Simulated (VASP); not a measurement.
The system is Ni2H.

```
Ni H
1.0
     1.26424    0.72991    4.14203
    -1.26424    0.72991    4.14203
     0.00000   -1.45982    4.14203
Ni H
2 1
Direct
  0.74727 0.74727 0.74727
  0.25273 0.25273 0.25273
  0.50000 0.50000 0.50000
```

Base run:

- Program: VASP 6.6.1
- Functional: PBEsol
- Potentials or basis: VASP PAW PBE potentials, release 64 (Ni, H)
- Cutoff: 520 eV
- k mesh: 13 × 13 × 13
- Occupations: fermi-dirac, width 0.05 eV
- Spin: collinear spin, antiferromagnetic start
- Starting moments: [1.2, -1.2, 0.0] μB

Its results: pressure -1.8 GPa; net moment 0.00 μB per cell; largest force 0.006 eV/Å.

Problem. The run is repeated on the same cell with these changes: spin from collinear spin, antiferromagnetic start to collinear spin, ferromagnetic start; moments at the start from [1.2, -1.2, 0.0] to [1.2, 1.2, 0.0]. What comes out?

Solution. Pressure -1.7 GPa; net moment 0.31 μB per cell; site moments Ni +0.16; H -0.00 μB; largest force 0.011 eV/Å.

Caveats: the PAW data sets were made with another functional, which shifts forces and pressure a little; the moments typed at the start vanished in this run (at least some runs).
